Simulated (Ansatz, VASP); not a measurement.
**MgO: VASP beside Ansatz**

```xyz
2
Lattice="0.0000 2.0804 2.0804 2.0804 0.0000 2.0804 2.0804 2.0804 0.0000" Properties=species:S:1:pos:R:3 pbc="T T T"
Mg    0.0000    0.0000    0.0000
O     2.0804    2.0804    2.0804
```

Alike in both runs: functional LDA; k mesh 10 × 10 × 10; occupations gaussian, width 0.02 eV; no spin polarisation.

Ansatz relaxed the structure, and its values are those at the end. VASP's run is a single point on that final structure, the one shown.

```csv
,VASP,Ansatz
version,VASP 6.6.1,Ansatz 0.2.0
potentials or method,"VASP PAW LDA potentials, release 64 (Mg_sv, O), cutoff 750 eV","scalar-relativistic, plane waves, PAW"
valence electrons in the cell,16,16
```

|  | VASP | Ansatz | Ansatz less VASP |
| --- | --- | --- | --- |
| gap on the k mesh at the Fermi level (eV) | 5.04 | 5.03 | -0.008 |
| least direct gap on the mesh (eV) | 5.04 | 5.03 | -0.008 |
| pressure (GPa) | -0.2 | 0.0 | +0.16 |

Ansatz warns that its potentials were made for another functional, while VASP's fit it. LDA's correlation is that of Perdew and Zunger in VASP and of Perdew and Wang (1992) in Ansatz.
